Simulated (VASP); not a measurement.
Write the native input for VASP 6.6.1 that does the following.

```yaml
Task: single point
Functional: PBE
Potentials_or_basis: VASP PAW PBE potentials, release 64 (Cr_sv, Be)
Cutoff: 600 eV
k_mesh: 6 × 6 × 6
Occupations: fermi-dirac, width 0.05 eV
Spin: collinear spin, ferromagnetic start
Starting_moments: "[0.733333, 0.733333, 0.733333, 0.0] μB"
Fixed_moment: 2.2 μB
Dipole_correction: no
Further_INCAR_settings: ALGO = Normal; EDIFF = 1e-06; NBANDS = 34
```

The structure of BeCr3 lies in POSCAR:

```
BeCr3
1.0
    3.5112140000      0.0000000000      0.0000000000
    0.0000000000      3.5112140000      0.0000000000
    0.0000000000      0.0000000000      3.5112140000
Cr Be
3 1
Direct
    0.5000000000      0.5000000000      0.0000000000
    0.5000000000      0.0000000000      0.5000000000
    0.0000000000      0.5000000000      0.5000000000
    0.0000000000      0.0000000000      0.0000000000
```

These files were run (other wordings do the same):

INCAR

```
SYSTEM = BeCr3
PREC     = Accurate       ! precision mode
ENCUT    = 600            ! plane-wave cutoff, eV
EDIFF    = 1E-6           ! SCF threshold, eV
ISMEAR   = -1             ! smearing method
SIGMA    = 0.05           ! smearing width, eV
LREAL    = .False.        ! projectors in reciprocal space
LASPH    = .True.         ! aspherical terms in the spheres
NELM     = 200            ! most SCF steps
ALGO     = Normal         ! electronic algorithm
ISIF     = 2              ! what is computed and relaxed
LWAVE    = .False.        ! write WAVECAR
LCHARG   = .False.        ! write CHGCAR
ISPIN    = 2              ! spin polarisation
MAGMOM   = 0.733333 0.733333 0.733333 0 ! initial moments
LORBIT   = 11             ! projections on sites
NUPDOWN  = 2.2            ! fixed moment
LMAXMIX  = 4              ! l up to which the mixer works
GGA      = PE             ! functional
NBANDS   = 34             ! bands
GGA_COMPAT= .False.
```

KPOINTS

```
regular mesh
0
Gamma
  6 6 6
  0 0 0
```

Potentials or basis: VASP PAW PBE potentials, release 64 (Cr_sv, Be).

The run is started by

```sh
$ cat potpaw_PBE.64/Cr_sv/POTCAR potpaw_PBE.64/Be/POTCAR > POTCAR
$ mpirun -np 1 vasp_std > vasp.out
```

Results of the run:

```
Pressure                                              : 0.7 GPa
Net moment                                            : 2.20 μB per cell
Site moments                                          : Cr +0.62; Be -0.00 μB
Valence electrons inside the program's atomic spheres : Cr 11.82; Be 1.17
```

Caveat: the total moment is fixed, so each spin has its own Fermi level.

It took 97 s on 1 thread of Intel(R) Xeon(R) Platinum 8259CL CPU @ 2.50GHz (Skylake/Cascade Lake), with other jobs on the host, peak memory 0.2 GiB.
